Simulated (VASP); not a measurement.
Write the native input for VASP 6.6.1 that does the following.

| Property | Result |
| --- | --- |
| Task | single point |
| Functional | PBEsol |
| Dispersion | D3(BJ) |
| Potentials or basis | VASP PAW PBE potentials, release 64 (W_sv, S) |
| Cutoff | 500 eV |
| k mesh | 9 × 9 × 2 |
| Occupations | methfessel-paxton, width 0.154 eV |
| Spin | no spin polarisation |
| Dipole correction | no |
| Further INCAR settings | ALGO = Normal; EDIFF = 1e-06; NBANDS = 35 |

The structure of WS2 lies in POSCAR:

```
WS2
1.0
    3.1800000000      0.0000000000      0.0000000000
   -1.5900000000      2.7539607800      0.0000000000
    0.0000000000      0.0000000000     12.5000000000
W S
2 4
Direct
    0.3333333300      0.6666666700      0.2500000000
    0.6666666700      0.3333333300      0.7500000000
    0.3333333300      0.6666666700      0.6250000000
    0.6666666700      0.3333333300      0.1250000000
    0.3333333300      0.6666666700      0.8750000000
    0.6666666700      0.3333333300      0.3750000000
```

The input as run:

INCAR

```
SYSTEM = WS2
PREC = Accurate ; ENCUT = 500
EDIFF = 1E-6 ; ISMEAR = 1
SIGMA = 0.154 ; LREAL = .False.
LASPH = .True. ; NELM = 120
ALGO = Normal ; ISIF = 2
LWAVE = .False. ; LCHARG = .False.
GGA = PS ; IVDW = 12
NBANDS = 35 ; GGA_COMPAT = .False.
```

KPOINTS

```
Automatic mesh
0
Gamma
  9 9 2
  0 0 0
```

Potentials or basis: VASP PAW PBE potentials, release 64 (W_sv, S).

Launch:

```sh
$ cat potpaw_PBE.64/W_sv/POTCAR potpaw_PBE.64/S/POTCAR > POTCAR
$ mpirun -np 1 vasp_std > vasp.out
```

Results of the run:

```yaml
Pressure: -6.0 GPa
Largest_force: 0.116 eV/Å
Band_gap_on_the_k_mesh: 1.12 eV (least direct gap 1.73 eV)
Dispersion_energy_per_atom: -0.373 eV
```

Caveat: the cell stands under tension; the PAW data sets were made with another functional, which shifts forces and pressure a little; spin-orbit coupling is left out, which moves the levels of the heavy elements.

It took 59 s on 1 thread of AMD EPYC 9R14 (Zen 4) (shared host), peak memory 0.23 GiB.
